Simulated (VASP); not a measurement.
InP: single point with PBE

The system is InP.

```
In P
1.0
     3.85329    0.00000    0.00000
    -1.92664    3.33704    0.00000
     0.00000    0.00000    6.55344
In P
2 2
Direct
  0.00000 0.00000 0.00000
  0.00000 0.00000 0.50000
  0.33333 0.66667 0.25000
  0.66667 0.33333 0.75000
```

| Item | Value |
| --- | --- |
| Program | VASP 6.6.1 |
| Task | single point |
| Functional | PBE |
| Potentials or basis | VASP PAW PBE potentials, release 64 (In_d, P) |
| Cutoff | 520 eV |
| k mesh | 6 × 6 × 4 |
| Occupations | methfessel-paxton, width 0.5 eV |
| Spin | no spin polarisation |

The pressure is 1.9 GPa and the band gap on the k mesh is zero (bands 18 and 19 overlap by 2.73 eV).

Stress tensor (GPa, compression positive):
```
1.52 0.00 0.00
0.00 1.52 0.00
0.00 0.00 2.78
```

Levels at points of the mesh, in eV from the Fermi level:
```tsv
k point	band 14	band 15	band 16	band 17	band 18	band 19	band 20	band 21	band 22	band 23
(0.00, 0.00, 0.00)	-0.67	-0.45	-0.45	0.12	0.18	0.18	2.39	4.77	4.77	6.10
(0.50, 0.00, 0.00)	-4.60	-3.81	-3.60	-2.33	0.04	1.28	1.99	2.43	3.36	5.19
(0.00, 0.00, 0.50)	-4.38	-0.10	-0.10	-0.10	-0.10	2.38	2.38	4.81	4.81	4.81
(0.50, 0.00, 0.50)	-6.27	-1.76	-1.76	-1.45	-1.45	0.13	0.13	3.61	3.61	6.13
```

It took 45 s on 1 thread of Intel(R) Xeon(R) 6975P-C (Granite Rapids), with other jobs on the host, peak memory 0.21 GiB.

Caveat: so wide a smearing shifts energies and pressures; spin-orbit coupling is left out, which moves the levels of the heavy elements.
